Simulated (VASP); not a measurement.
FeSi31 (a cell with a defect), 32 atoms in the cell. The cell holds a defect, 32 atoms: a = 9.412 Å, b = 9.412 Å, c = 9.412 Å, α = 109.47°, β = 109.47°, γ = 109.47°. 

| Property | Result |
| --- | --- |
| Program | VASP 6.6.1 |
| Task | single point |
| Functional | PBEsol |
| Potentials or basis | VASP PAW PBE potentials, release 64 (Fe, Si) |
| Cutoff | 520 eV |
| k mesh | 3 × 3 × 3 |
| Occupations | gaussian, width 0.02 eV |
| Spin | collinear spin, ferromagnetic start |
| Dipole correction | no |
| Charge | -1 |
| Further INCAR settings | LREAL = Auto; ALGO = Normal; EDIFF = 1e-07; NBANDS = 92; NELECT = 133.0 |

Potentials or basis: VASP PAW PBE potentials, release 64 (Fe, Si).

The run is started by

```console
$ cat potpaw_PBE.64/Fe/POTCAR potpaw_PBE.64/Si/POTCAR > POTCAR
$ mpirun -np 1 vasp_std > vasp.out
```

Hardware: 1 thread of AMD EPYC 9755 128-Core Processor, on a shared host.

Problem. Estimate the wall time of this run.

Solution. Wall time 49 min on 1 thread of AMD EPYC 9755 128-Core Processor, on a shared host, peak memory 1 GiB. Counts: scf iterations 22, k points 4.
